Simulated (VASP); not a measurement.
Write the native input for VASP 6.6.1 that does the following.

```
Task                   : single point
Functional             : LDA
Potentials or basis    : VASP PAW LDA potentials, release 64 (C, H)
Cutoff                 : 520 eV
k mesh                 : 6 × 4 × 1
Occupations            : gaussian, width 0.05 eV
Spin                   : no spin polarisation
Dipole correction      : yes
Further INCAR settings : LREAL = Auto; ALGO = Normal; EDIFF = 1e-06; NBANDS = 68
```

The structure of HC12 lies in POSCAR:

```
HC12
1.0
    4.8892663280      0.0000000000      0.0000000000
   -2.4446331640      6.7739291692      0.0000000000
    0.0000000000      0.0000000000     22.7684096771
C H
24 2
Direct
    0.4020794403      0.3041588806      0.1756820110
    0.4020794403      0.8041588805      0.1756820110
    0.9020794403      0.3041588806      0.1756820110
    0.9020794403      0.8041588805      0.1756820110
    0.1630408159      0.3260816317      0.2059829668
    0.1630408159      0.8260816317      0.2059829668
    0.6630408159      0.3260816317      0.2059829668
    0.6630408159      0.8260816317      0.2059829668
    0.1846395683      0.3692791367      0.2666259491
    0.1846395683      0.8692791367      0.2666259491
    0.6846395683      0.3692791367      0.2666259491
    0.6846395683      0.8692791367      0.2666259491
    0.4461625696      0.3923265051      0.2960492075
    0.4461625696      0.8923265051      0.2960492075
    0.9461625696      0.3923265051      0.2960492075
    0.9461625696      0.8923265051      0.2960492075
    0.4715644646      0.4431294558      0.3591099590
    0.4715644646      0.9431294558      0.3591099590
    0.9715644646      0.4431294558      0.3591099590
    0.9715644646      0.9431294558      0.3591099590
    0.2327030006      0.4654044969      0.3851129614
    0.2327030006      0.9654044969      0.3851129614
    0.7327030006      0.4654044969      0.3851129614
    0.7327030006      0.9654044969      0.3851129614
    0.2327030006      0.7814163725      0.4610954312
    0.2327030006      1.1493926212      0.4610954312
```

The input as run:

INCAR

```
PREC = Accurate ; ENCUT = 520
EDIFF = 1E-6 ; ISMEAR = 0
SIGMA = 0.05 ; LREAL = Auto
LASPH = True ; NELM = 80
ALGO = Normal ; ISIF = 2
LWAVE = False ; LCHARG = True
LDIPOL = True ; IDIPOL = 3
DIPOL = 0.5 0.5 0.295 ; GGA = CA
LELF = True ; LVHAR = True
LVACPOTAV = True ; NBANDS = 68
```

KPOINTS

```
Automatic mesh
0
Gamma
  6 4 1
```

Potentials or basis: VASP PAW LDA potentials, release 64 (C, H).

Run with:

```bash
$ cat potpaw_LDA.64/C/POTCAR potpaw_LDA.64/H/POTCAR > POTCAR
$ mpirun -np 1 vasp_std > vasp.out
```

It gave:

```json
{
 "Largest force": "3.928 eV/Å",
 "Band gap on the k mesh": "zero (bands 49 and 50 overlap by 0.04 eV)"
}
```

Run time: 15 min on 1 thread of Intel(R) Xeon(R) 6975P-C (Granite Rapids) (shared host), peak memory 0.8 GiB.
